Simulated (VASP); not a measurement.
Crystal: LaAgS2.

```
Ag La S
1.0
     4.10914    0.00000    0.00000
     0.00000    4.10914    0.00000
     0.00000    0.00000   10.16868
Ag La S
2 2 4
Direct
  0.75000 0.25000 0.00000
  0.25000 0.75000 0.00000
  0.25000 0.25000 0.76510
  0.75000 0.75000 0.23490
  0.25000 0.25000 0.32200
  0.75000 0.75000 0.67800
  0.75000 0.25000 0.50000
  0.25000 0.75000 0.50000
```

| Item | Value |
| --- | --- |
| Program | VASP 6.6.1 |
| Task | relaxation of cell and atoms |
| Functional | PBE |
| Potentials or basis | VASP PAW PBE potentials, release 64 (Ag, La, S) |
| Cutoff | 600 eV |
| k mesh | 5 × 5 × 2 |
| Occupations | gaussian, width 0.05 eV |
| Spin | no spin polarisation |

At the start: pressure 1.8 GPa; volume 21.46 Å³/atom.

Where does the relaxation end?

Over 24 steps the energy falls by 747.4 meV/atom and the volume is 23.74 Å³/atom (+10.6 %); space group P4/nmm (No. 129, to 0.1 Å) before and after.

Step by step:
```
step  energy change (eV)  largest force (eV/Å)  pressure (GPa)  volume (Å³)
   1              0.0000                2.8766            1.76       171.70
   2             -1.6324                2.6005           -0.69       177.57
   3             -4.7776                1.3537           -4.27       195.41
   4             -2.7224                1.3320           -3.48       232.09
   5             -5.4462                0.4116           -5.34       209.19
   6             -5.5758                0.3111           -5.08       204.23
   7             -4.9113                2.2530           12.12       167.58
   8             -5.9355                0.4480           -0.34       189.68
   9             -5.9361                0.4769           -0.16       189.22
  10             -5.9784                0.0581            0.04       188.70
  11             -5.9786                0.0266            0.04       188.73
  12             -5.9786                0.0124            0.01       188.74
  13             -5.9788                0.0100            0.01       188.84
  14             -5.9789                0.0241           -0.01       189.15
  15             -5.9789                0.0211           -0.01       189.11
  16             -5.9790                0.0159            0.03       189.10
  17             -5.9790                0.0078            0.09       189.10
  18             -5.9791                0.0070            0.09       189.13
  19             -5.9791                0.0063            0.08       189.22
  20             -5.9792                0.0085            0.06       189.41
  21             -5.9793                0.0127            0.02       189.78
  22             -5.9793                0.0136           -0.01       189.96
  23             -5.9793                0.0143            0.00       189.92
  24             -5.9793                0.0100            0.00       189.93
```

Final structure:
```xyz
8
Lattice="3.9565 0.0000 0.0000 0.0000 3.9565 0.0000 0.0000 0.0000 12.1331" Properties=species:S:1:pos:R:3 pbc="T T T"
Ag    2.9674    0.9891   12.1331
Ag    0.9891    2.9674   12.1331
La    0.9891    0.9891    8.2958
La    2.9674    2.9674    3.8373
S     0.9891    0.9891    2.9258
S     2.9674    2.9674    9.2073
S     2.9674    0.9891    6.0666
S     0.9891    2.9674    6.0666
```

Caveat: a cell axis changed by over 15 % at a fixed basis, so the end point is rough.
